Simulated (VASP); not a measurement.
**Al2Cu: single point with PBE**

The system is Al2Cu.

```
Al Cu
1.0
     4.28601    0.00000    0.00000
     0.00000    4.28601    0.00000
     0.00000    0.00000    2.88473
Al Cu
2 1
Direct
  0.50000 0.00391 0.50000
  0.00000 0.48277 0.50000
  0.00000 0.00566 0.00000
```

This cell differs from its parent crystal: atoms displaced along a vibrational mode, the cell strained.

| Item | Value |
| --- | --- |
| Program | VASP 6.6.1 |
| Task | single point |
| Functional | PBE |
| Potentials or basis | VASP PAW PBE potentials, release 64 (Al, Cu) |
| Cutoff | 520 eV |
| k mesh | 10 × 10 × 14 |
| Occupations | gaussian, width 0.15 eV |
| Spin | no spin polarisation |
| Dipole correction | no |
| Further INCAR settings | ALGO = Fast; EDIFF = 1e-07; NBANDS = 16 |

The pressure is -5.1 GPa. The largest force is 0.605 eV/Å and the band gap on the k mesh is zero (an odd number of electrons rules out a gap without spin polarisation).

Forces on the atoms (eV/Å):
```
Al   0.000 -0.119  0.000
Al   0.000  0.605  0.000
Cu   0.000 -0.486  0.000
```

Stress tensor (GPa, compression positive):
```
-5.84  0.00  0.00
 0.00 -5.40  0.00
 0.00  0.00 -4.16
```

Levels at points of the mesh, in eV from the Fermi level:
| k point | band 6 | band 7 | band 8 | band 9 | band 10 | band 11 | band 12 | band 13 |
| --- | --- | --- | --- | --- | --- | --- | --- | --- |
| (0.00, 0.00, 0.00) | -3.71 | -2.39 | -2.36 | -0.70 | 0.76 | 5.30 | 5.31 | 6.56 |
| (0.50, 0.00, 0.00) | -3.73 | -3.71 | -1.17 | 1.22 | 1.25 | 1.45 | 7.71 | 7.83 |
| (0.00, 0.50, 0.00) | -3.74 | -3.71 | -1.22 | 1.20 | 1.31 | 1.43 | 7.72 | 7.81 |
| (0.50, 0.50, 0.00) | -3.98 | -3.74 | -3.73 | -2.28 | 8.14 | 8.15 | 8.52 | 8.72 |
| (0.00, 0.00, 0.50) | -3.79 | -2.71 | 1.95 | 2.43 | 2.43 | 2.74 | 2.78 | 2.83 |
| (0.50, 0.00, 0.50) | -3.85 | -2.78 | -2.20 | -1.54 | 3.55 | 3.85 | 3.98 | 4.52 |
| (0.00, 0.50, 0.50) | -3.85 | -2.78 | -2.18 | -1.53 | 3.50 | 3.81 | 4.20 | 4.34 |
| (0.50, 0.50, 0.50) | -3.04 | -2.15 | -2.15 | -0.59 | -0.54 | -0.21 | -0.19 | 2.56 |

Wall time 5.7 min on 1 thread of Intel Xeon 8259CL (shared host), peak memory 0.35 GiB.

Caveat: the cell differs from its parent crystal (atoms displaced along a vibrational mode, the cell strained); the cell stands under tension.
